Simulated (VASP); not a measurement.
# Ge (Fd-3m) in VASP: further runs

Ge is run at these levels: RPBE; tasks: single point.

All numbers are computed with VASP 6.6.1; they aren't measurements. Logs are shortened: lines on timing, memory, paths and dates and some standing lists are left out, and cuts for length are marked.

### 1 The cell of the first run

Symmetry: Fd-3m, No. 227, cubic system. The conventional cell has a = 5.581 Å, b = 5.581 Å, c = 5.581 Å, α = 90.00°, β = 90.00°, γ = 90.00°. Within 3.2 Å of Ge (site symmetry -43m) lie 4 Ge at 2.42 Å.

### 2 Single point, RPBE, collinear spin, antiferromagnetic start (volume scaled by 0.96)

The input, INCAR:

```
SYSTEM = Ge
PREC     = Accurate       ! precision mode
ENCUT    = 520            ! plane-wave cutoff, eV
EDIFF    = 1E-6           ! SCF threshold, eV
ISMEAR   = -1             ! smearing method
SIGMA    = 0.05           ! smearing width, eV
LREAL    = .FALSE.        ! projectors in reciprocal space
LASPH    = .TRUE.         ! aspherical terms in the spheres
NELM     = 150            ! most SCF steps
ALGO     = Normal         ! electronic algorithm
ISIF     = 2              ! what is computed and relaxed
LWAVE    = .FALSE.        ! write WAVECAR
LCHARG   = .FALSE.        ! write CHGCAR
ISPIN    = 2              ! spin polarisation
MAGMOM   = 0.5 -0.5       ! initial moments
LORBIT   = 11             ! projections on sites
GGA      = RP             ! functional
NBANDS   = 25             ! bands
```

The input, KPOINTS:

```
Automatic mesh
0
G
  8 8 8
  0 0 0
```

The input, POSCAR:

```
Ge
1.0
    0.0000000000      2.7906767997      2.7906767997
    2.7906767997      0.0000000000      2.7906767997
    2.7906767997      2.7906767997      0.0000000000
Ge
2
Direct
    0.7500000000      0.7500000000      0.7500000000
    0.5000000000      0.5000000000      0.5000000000
```

Potentials or basis: VASP PAW PBE potentials, release 64 (Ge_d).

Launch:

```console
$ cat potpaw_PBE.64/Ge_d/POTCAR > POTCAR
$ mpirun -np 1 vasp_std > vasp.out
```

OUTCAR:

```text
SYSTEM = Ge
   PREC = Accurate
   ENCUT = 520
   EDIFF = 1E-6
   ISMEAR = -1
   LREAL = .FALSE.
   LASPH = .TRUE.
   NELM = 150
   ISIF = 2
   ISPIN = 2
   LORBIT = 11
   GGA = RP

 ion  position               nearest neighbor table
   1  0.750  0.750  0.750-   2 2.42   2 2.42   2 2.42   2 2.42
   2  0.500  0.500  0.500-   1 2.42   1 2.42   1 2.42   1 2.42

  LATTYP: Found a face centered cubic cell.
 ALAT       =     5.5813535994

  Lattice vectors:

 A1 = (   0.0000000000,   2.7906767997,   2.7906767997)
 A2 = (   2.7906767997,   0.0000000000,   2.7906767997)
 A3 = (   2.7906767997,   2.7906767997,   0.0000000000)

Analysis of symmetry for initial positions (statically):
=====================================================================
 Subroutine PRICEL returns:
 Original cell was already a primitive cell.

 Routine SETGRP: Setting up the symmetry group for a
 face centered cubic supercell.

 Subroutine GETGRP returns: Found 48 space group operations
 (whereof 24 operations were pure point group operations)
 out of a pool of 48 trial point group operations.

The static configuration has the point symmetry T_d .
 The point group associated with its full space group is O_h .

Analysis of symmetry for dynamics (positions and initial velocities):
=====================================================================
 Subroutine PRICEL returns:
 Original cell was already a primitive cell.

 Routine SETGRP: Setting up the symmetry group for a
 face centered cubic supercell.

 Subroutine GETGRP returns: Found 48 space group operations
 (whereof 24 operations were pure point group operations)
 out of a pool of 48 trial point group operations.

The dynamic configuration has the point symmetry T_d .
 The point group associated with its full space group is O_h .

Analysis of structural, dynamic, and magnetic symmetry:
=====================================================================
 Subroutine PRICEL returns:
 Original cell was already a primitive cell.

 Routine SETGRP: Setting up the symmetry group for a
 face centered cubic supercell.

 Subroutine GETGRP returns: Found 48 space group operations
 (whereof 24 operations were pure point group operations)
 out of a pool of 48 trial point group operations.

The overall configuration has the point symmetry T_d .
 The point group associated with its full space group is O_h .

 Subroutine INISYM returns: Found 48 space group operations
 (whereof 24 operations are pure point group operations),
 and found     1 'primitive' translations

----------------------------------------------------------------------------------------

                                     Primitive cell

  volume of cell :      43.4669

  direct lattice vectors                    reciprocal lattice vectors
     0.000000000  2.790676800  2.790676800    -0.179168007  0.179168007  0.179168007
     2.790676800  0.000000000  2.790676800     0.179168007 -0.179168007  0.179168007
     2.790676800  2.790676800  0.000000000     0.179168007  0.179168007 -0.179168007

  length of vectors
     3.946612978  3.946612978  3.946612978     0.310328091  0.310328091  0.310328091

  position of ions in fractional coordinates (direct lattice)
     0.750000000  0.750000000  0.750000000
     0.500000000  0.500000000  0.500000000

  ion indices of the primitive-cell ions
   primitive index   ion index
                 1           1
                 2           2

----------------------------------------------------------------------------------------

 KPOINTS: Automatic mesh

Automatic generation of k-mesh.
 Grid dimensions read from file:
 generate k-points for:    8    8    8

 Generating k-lattice:

  Cartesian coordinates                     Fractional coordinates (reciprocal lattice)
    -0.022396001  0.022396001  0.022396001     0.125000000  0.000000000  0.000000000
     0.022396001 -0.022396001  0.022396001     0.000000000  0.125000000  0.000000000
     0.022396001  0.022396001 -0.022396001     0.000000000  0.000000000  0.125000000

  Length of vectors
     0.038791011  0.038791011  0.038791011

  Shift w.r.t. Gamma in fractional coordinates (k-lattice)
     0.000000000  0.000000000  0.000000000

 Subroutine IBZKPT returns following result:
 ===========================================

 Found     29 irreducible k-points:

 Following reciprocal coordinates:
            Coordinates               Weight
  0.000000  0.000000  0.000000      1.000000
  0.125000  0.000000  0.000000      8.000000
  0.250000  0.000000  0.000000      8.000000
  0.375000  0.000000  0.000000      8.000000
  0.500000  0.000000  0.000000      4.000000
  0.125000  0.125000  0.000000      6.000000
[... 16 lines left out ...]
  0.500000  0.250000  0.125000     48.000000
 -0.375000  0.250000  0.125000     24.000000
 [... further k-points ...]
   k-points           NKPTS =     29   k-points in BZ     NKDIM =     29   number of bands    NBANDS=     25
   number of dos      NEDOS =    301   number of ions     NIONS =      2
   total plane-waves  NPLWV =  27000
   dimension x,y,z NGX =    30 NGY =   30 NGZ =   30
   dimension x,y,z NGXF=    60 NGYF=   60 NGZF=   60
   ions per type =               2
   NGX,Y,Z   is equivalent  to a cutoff of  12.64, 12.64, 12.64 a.u.
   NGXF,Y,Z  is equivalent  to a cutoff of  25.27, 25.27, 25.27 a.u.
 SYSTEM =  Ge
   PREC   = accura    normal or accurate (medium, high low for compatibility)
   ISTART =      0    job   : 0-new  1-cont  2-samecut
   ICHARG =      2    charge: 1-file 2-atom 10-const
   ISPIN  =      2    spin polarized calculation?
   LNONCOLLINEAR =      F non collinear calculations
   LSORBIT =      F    spin-orbit coupling
   LASPH  =      T    aspherical Exc in radial PAW
   ENCUT  =  520.0 eV  38.22 Ry    6.18 a.u.   7.34  7.34  7.34*2*pi/ulx,y,z
   NELM   =    150;   NELMIN=  2; NELMDL= -5     # of ELM steps
   EDIFF  = 0.1E-05   stopping-criterion for ELM
   LREAL  =      F    real-space projection
   EDIFFG = 0.1E-04   stopping-criterion for IOM
   NSW    =      0    number of steps for IOM
   IBRION =     -1    ionic relax: 0-MD 1-quasi-New 2-CG
   NFREE  =      0    steps in history (QN), initial steepest desc. (CG)
   ISIF   =      2    stress and relaxation
   ISYM   =      2    0-nonsym 1-usesym 2-fastsym
   POTIM  = 0.5000    time-step for ionic-motion
   TEBEG  =    0.0;   TEEND  =   0.0 temperature during run
   PSTRESS=    0.0 pullay stress
   NELECT =      28.0000    total number of electrons
   NUPDOWN=      -1.0000    fix difference up-down
   EMIN   =  10.00;   EMAX   =-10.00  energy-range for DOS
   EFERMI =   0.00;   METHOD = LEGACY
   ISMEAR =    -1;   SIGMA  =   0.05  broadening in eV -4-tet -1-fermi 0-gaus
   EFERMI_NEDOS =   21; number of points for ismear=-14 and -15
   IALGO  =     38    algorithm
   IMIX   =      4    mixing-type and parameters
     AMIX     =   0.40;   BMIX     =  1.00
     AMIX_MAG =   1.60;   BMIX_MAG =  1.00
  volume/ion in A,a.u.               =      21.73       146.66
  Fermi-wavevector in a.u.,A,eV,Ry     =   1.413865  2.671818 27.198243  1.999014
  Thomas-Fermi vector in A             =   2.535467
   LORBIT       =     11    0 simple, 1 ext, 2 COOP (PROOUT), +10 PAW based schemes
   GGA     = RP    functional components
   LHFCALC =     F    Hartree Fock is set to
   AEXX    =    0.0000 exact exchange contribution
   IVDW    =     0    specifies the selected vdW correction
   LEPSILON=     F    determine dielectric tensor
   LRPA    =     F    only Hartree local field effects (RPA)
 spin polarized calculation
  energy-cutoff  :      520.00
  volume of cell :       43.47
 maximum number of plane-waves:      1211
 NGX is ok and might be reduce to    30
   NGX = 15   NGY = 15   NGZ = 15

 number of electron      28.0000021 magnetization       0.0000000

 number of electron      28.0000021 magnetization      -0.0000000

 Free energy of the ion-electron system (eV)
  ---------------------------------------------------
  ext. energy  EPLUGINS =         0.00000000
  ---------------------------------------------------
  free energy    TOTEN  =        -8.21790439 eV

  energy without entropy =       -8.21775860  energy(sigma->0) =       -8.21783150

 E-fermi :   5.6965     XC(G=0):  -9.9498

 val. band max:        5.5105535306   @ k =   0.0000   0.0000   0.0000
 cond. band min:       5.9060286577   @ k =   0.5000   0.0000   0.0000
 fundamental gap:      0.3954751271
 Fermi energy:         5.6964932425

 spin component 1

 k-point     1 :       0.0000    0.0000    0.0000
  band No.  band energies     occupation
      1     -19.3930      1.00000
      2     -19.3930      1.00000
      3     -19.3930      1.00000
      4     -19.3540      1.00000
      5     -19.3540      1.00000
      6     -19.1213      1.00000
[... 17 lines left out ...]
     24      16.4789      0.00000
     25      19.7701      0.00000
[... 621 lines left out ...]
      3     -19.3403      1.00000
      4     -19.2850      1.00000
      5     -19.2694      1.00000
      6     -19.2091      1.00000
[... 17 lines left out ...]
     24      22.4334      0.00000
     25      23.7323      0.00000

 [... further k-points ...]

 spin component 2

 k-point     1 :       0.0000    0.0000    0.0000
  band No.  band energies     occupation
      1     -19.3930      1.00000
      2     -19.3930      1.00000
      3     -19.3930      1.00000
      4     -19.3540      1.00000
      5     -19.3540      1.00000
      6     -19.1213      1.00000
[... 17 lines left out ...]
     24      16.4789      0.00000
     25      19.7701      0.00000
[... 621 lines left out ...]
      3     -19.3403      1.00000
      4     -19.2850      1.00000
      5     -19.2694      1.00000
      6     -19.2091      1.00000
[... 17 lines left out ...]
     24      22.4334      0.00000
     25      23.7323      0.00000

 [... further k-points ...]

------------------------ aborting loop because EDIFF is reached ----------------------------------------

  FORCE on cell =-STRESS in cart. coord.  units (eV):
  Direction    XX          YY          ZZ          XY          YZ          ZX
  --------------------------------------------------------------------------------------
  -------------------------------------------------------------------------------------
  Total        2.4110624      2.4110624      2.4110624      0.0000000      0.0000000      0.0000000
  in kB       88.8710706     88.8710706     88.8710706      0.0000000      0.0000000      0.0000000
  external PRESSURE =      88.8710706 kB  Pullay stress =       0.0000000 kB

 VOLUME and BASIS-vectors are now :
 -----------------------------------------------------------------------------
  energy-cutoff  :      520.00
  volume of cell :       43.47
      direct lattice vectors                 reciprocal lattice vectors
     0.000000000  2.790676800  2.790676800    -0.179168007  0.179168007  0.179168007
     2.790676800  0.000000000  2.790676800     0.179168007 -0.179168007  0.179168007
     2.790676800  2.790676800  0.000000000     0.179168007  0.179168007 -0.179168007

 POSITION                                       TOTAL-FORCE (eV/Angst)
 -----------------------------------------------------------------------------------
      4.18602      4.18602      4.18602         0.000000      0.000000      0.000000
      2.79068      2.79068      2.79068        -0.000000     -0.000000     -0.000000
 -----------------------------------------------------------------------------------
    total drift:                                0.000000     -0.000000     -0.000000

  FREE ENERGIE OF THE ION-ELECTRON SYSTEM (eV)
  ---------------------------------------------------
  free  energy   TOTEN  =        -8.2179043918 eV

  energy  without entropy=       -8.2177586035  energy(sigma->0) =       -8.21783150

 total charge

# of ion       s       p       d       tot
------------------------------------------
    1        1.125   1.318  10.031  12.474
    2        1.125   1.318  10.031  12.474
--------------------------------------------------
tot          2.251   2.635  20.061  24.947

 magnetization (x)

# of ion       s       p       d       tot
------------------------------------------
    1        0.000  -0.000  -0.000  -0.000
    2       -0.000   0.000   0.000   0.000
--------------------------------------------------
tot          0.000   0.000   0.000   0.000
```

Run time: 41 s. Hardware: 1 thread of Intel Xeon Platinum 8488C (Sapphire Rapids), shared host; peak memory 0.2 GiB.

What came out:

- Free energy: -8.2179 eV
- Pressure: 8.9 GPa
- Band gap on the k mesh: 0.40 eV, indirect (least direct gap 0.53 eV)
- Net moment: 0.00 μB per cell
- Valence electrons inside the program's atomic spheres: Ge 12.47

Levels at points of the mesh, in eV from the valence-band top:
Spin up:
| k point | band 11 | band 12 | band 13 | band 14 | band 15 | band 16 | band 17 | band 18 |
| --- | --- | --- | --- | --- | --- | --- | --- | --- |
| (0.00, 0.00, 0.00) | -13.06 | 0.00 | 0.00 | 0.00 | 0.53 | 2.58 | 2.58 | 2.58 |
| (0.50, 0.00, 0.00) | -10.87 | -7.76 | -1.47 | -1.47 | 0.40 | 3.78 | 3.78 | 7.29 |
| (0.50, 0.50, 0.00) | -9.02 | -9.02 | -3.22 | -3.22 | 0.77 | 0.77 | 9.91 | 9.91 |
Spin down:
| k point | band 10 | band 11 | band 12 | band 13 | band 14 | band 15 | band 16 | band 17 | band 18 | band 19 |
| --- | --- | --- | --- | --- | --- | --- | --- | --- | --- | --- |
| (0.00, 0.00, 0.00) | -24.61 | -13.06 | 0.00 | 0.00 | 0.00 | 0.53 | 2.58 | 2.58 | 2.58 | 6.71 |
| (0.50, 0.00, 0.00) | -24.59 | -10.87 | -7.76 | -1.47 | -1.47 | 0.40 | 3.78 | 3.78 | 7.29 | 10.98 |
| (0.50, 0.50, 0.00) | -24.57 | -9.02 | -9.02 | -3.22 | -3.22 | 0.77 | 0.77 | 9.91 | 9.91 | 12.15 |

Caveat: the PAW data sets were made with another functional, which shifts forces and pressure a little. A k mesh can miss the band edges.

### 3 Single point, RPBE, collinear spin, antiferromagnetic start (volume scaled by 0.98)

The input, INCAR:

```
SYSTEM = Ge
PREC     = Accurate       ! precision mode
ENCUT    = 520            ! plane-wave cutoff, eV
EDIFF    = 1E-6           ! SCF threshold, eV
ISMEAR   = -1             ! smearing method
SIGMA    = 0.05           ! smearing width, eV
LREAL    = .False.        ! projectors in reciprocal space
LASPH    = .True.         ! aspherical terms in the spheres
NELM     = 150            ! most SCF steps
ALGO     = Normal         ! electronic algorithm
ISIF     = 2              ! what is computed and relaxed
LWAVE    = .False.        ! write WAVECAR
LCHARG   = .True.         ! write CHGCAR
ISPIN    = 2              ! spin polarisation
MAGMOM   = 0.5 -0.5       ! initial moments
LORBIT   = 11             ! projections on sites
GGA      = RP             ! functional
LELF     = .True.         ! ELF
LVHAR    = .True.       
NBANDS   = 25             ! bands
```

The input, KPOINTS:

```
regular mesh
0
Gamma
  8 8 8
  0 0 0
```

The input, POSCAR:

```
Ge
1.0
    0.0000000000      2.8099234548      2.8099234548
    2.8099234548      0.0000000000      2.8099234548
    2.8099234548      2.8099234548      0.0000000000
Ge
2
Direct
    0.7500000000      0.7500000000      0.7500000000
    0.5000000000      0.5000000000      0.5000000000
```

Potentials or basis: VASP PAW PBE potentials, release 64 (Ge_d).

Launch:

```console
$ cat potpaw_PBE.64/Ge_d/POTCAR > POTCAR
$ mpirun -np 1 vasp_std > vasp.out
```

Wall time 44 s (1 thread of Intel Xeon Platinum 8488C (Sapphire Rapids), shared host); peak memory 0.2 GiB.

It converged, with:

```yaml
Free_energy: -8.2627 eV
Pressure: 7.0 GPa
Band_gap_on_the_k_mesh: 0.33 eV, indirect (least direct gap 0.34 eV)
Net_moment: 0.00 μB per cell
Valence_electrons_inside_the_program's_atomic_spheres: Ge 12.45
```

Levels at points of the mesh, in eV from the valence-band top:
Spin up:
| k point | band 11 | band 12 | band 13 | band 14 | band 15 | band 16 | band 17 | band 18 |
| --- | --- | --- | --- | --- | --- | --- | --- | --- |
| (0.00, 0.00, 0.00) | -12.90 | 0.00 | 0.00 | 0.00 | 0.34 | 2.57 | 2.57 | 2.57 |
| (0.50, 0.00, 0.00) | -10.76 | -7.66 | -1.44 | -1.44 | 0.33 | 3.77 | 3.77 | 7.29 |
| (0.50, 0.50, 0.00) | -8.93 | -8.93 | -3.14 | -3.14 | 0.80 | 0.80 | 9.73 | 9.73 |
Spin down:
| k point | band 12 | band 13 | band 14 | band 15 | band 16 | band 17 |
| --- | --- | --- | --- | --- | --- | --- |
| (0.00, 0.00, 0.00) | 0.00 | 0.00 | 0.00 | 0.34 | 2.57 | 2.57 |
| (0.50, 0.00, 0.00) | -7.66 | -1.44 | -1.44 | 0.33 | 3.77 | 3.77 |
| (0.50, 0.50, 0.00) | -8.93 | -3.14 | -3.14 | 0.80 | 0.80 | 9.73 |

Caveat: the PAW data sets were made with another functional, which shifts forces and pressure a little.
